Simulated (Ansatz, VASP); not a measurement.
**Two plane-wave programs on Cu**

```
Cu
1.0
     2.54513    0.00000    0.00000
    -1.27256    2.20415    0.00000
     0.00000    0.00000    4.15066
Cu
2
Direct
  0.33333 0.66667 0.25000
  0.66667 0.33333 0.75000
```

Alike in both runs: functional r2SCAN; k mesh 18 × 18 × 10; occupations gaussian, width 0.1 eV; no spin polarisation; Hubbard terms Cu d U = 5.0 eV.

Ansatz relaxed the structure, and its values are those at the end. VASP's run is a single point on that final structure, the one shown.

```csv
,VASP,Ansatz
version,VASP 6.6.1,Ansatz 0.2.0
potentials or method,"VASP PAW PBE potentials, release 64 (Cu), cutoff 520 eV","scalar-relativistic, plane waves, PAW"
valence electrons in the cell,22,38
```

VASP gave:

| Property | Result |
| --- | --- |
| gap on the k mesh at the Fermi level (eV) | none |
| pressure (GPa) | -3.6 |

Problem. Which values does Ansatz return?

Solution. gap on the k mesh at the Fermi level (eV): none; pressure (GPa): 0.0.

VASP's potentials were made for PBE, not for r2SCAN. The programs project onto different local orbitals, so the same U acts differently, and such runs can settle in different states. A gap of «none» marks a metal or a gap that the smearing closes. VASP's potentials hold 22 valence electrons a cell and Ansatz's 38, so a difference there can come from the potentials and not from the codes. Ansatz's warnings: filled band counts differ across k points.
